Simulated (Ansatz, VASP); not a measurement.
**BaTe: VASP beside Ansatz**

The input POSCAR:

```
BaTe
1.0
    0.0000000000      3.5323868345      3.5323868345
    3.4101662500      0.0000000000      3.5323868345
    3.4101662500      3.5323868345      0.0000000000
Ba Te
1 1
Direct
    0.0000000000      0.0000000000      0.0000000000
    0.5000000000      0.5000000000      0.5000000000
```

INCAR.step1

```
SYSTEM = BaTe
ALGO = Normal
EDIFF = 1E-5
ENCUT = 520
GGA = PE
ISIF = 2
ISMEAR = 0
LASPH = .True.
LCHARG = .False.
LREAL = .False.
LWAVE = .True.
NBANDS = 15
NELM = 80
PREC = Accurate
SIGMA = 0.01
```

File INCAR.step2:

```
SYSTEM = BaTe
ALGO = Normal
EDIFF = 1E-7
ENCUT = 520
GGA = PE
HFSCREEN = 0.2079
ISIF = 2
ISMEAR = 0
ISTART = 1
LASPH = .True.
LCHARG = .False.
LHFCALC = .True.
LREAL = .False.
LWAVE = .False.
NBANDS = 15
NELM = 80
PREC = Accurate
PRECFOCK = Normal
SIGMA = 0.01
```

File KPOINTS:

```
k-points
0
Gamma
  4 4 4
  0 0 0
```

Input for Ansatz:

```yaml
crystal:
  lattice:
    - [0.0, 3.5323868345, 3.5323868345]
    - [3.41016625, 0.0, 3.5323868345]
    - [3.41016625, 3.5323868345, 0.0]
  atoms:
    - { symbol: Ba, position: [0.0, 0.0, 0.0] }
    - { symbol: Te, position: [0.5, 0.5, 0.5] }
kpoints:
  mp_grid: { grid: [4, 4, 4] }
  band_path:
    path:
      - [0.0, 0.0, 0.0]
      - [0.5, 0.0, 0.5]
      - [0.625, 0.25, 0.625]
      - [0.375, 0.375, 0.75]
      - [0.5, 0.5, 0.5]
      - [0.5, 0.25, 0.75]
    npoints: 1
hamiltonian:
  xc: hse06
scf:
  occupations: { method: fixed }
  n_extra_bands: 4
output:
  forces: true
  stress: true
  eigenvalues: true
```

Change from the starting cell: uniaxial_x strain -3.5%.

Alike in both runs: task single point; functional HSE06; k mesh 4 × 4 × 4; no spin polarisation.

|  | VASP | Ansatz |
| --- | --- | --- |
| version | VASP 6.6.1 | Ansatz 0.2.0 |
| potentials or method | VASP PAW PBE potentials, release 64 (Ba_sv, Te) | plane waves, PAW |
| plane-wave cutoff (eV) | 520 | 420 |
| occupations | gaussian, width 0.01 eV | fixed |
| valence electrons in the cell | 16 | 26 |

VASP gave:

* gap on the k mesh at the Fermi level (eV): 2.15
* pressure (GPa): 1.3
* traceless stress, the component that is largest in VASP (GPa): 1.84

Question: Which values does Ansatz return?

Answer: gap on the k mesh at the Fermi level (eV): 2.21; pressure (GPa): 1.0; traceless stress, the component that is largest in VASP (GPa): 1.76.

VASP's potentials hold 16 valence electrons a cell and Ansatz's 26, so a difference there can come from the potentials and not from the codes. Ansatz's warnings: stress exchange threshold loose, stress scf threshold loose.

Neither program's run includes spin-orbit coupling.
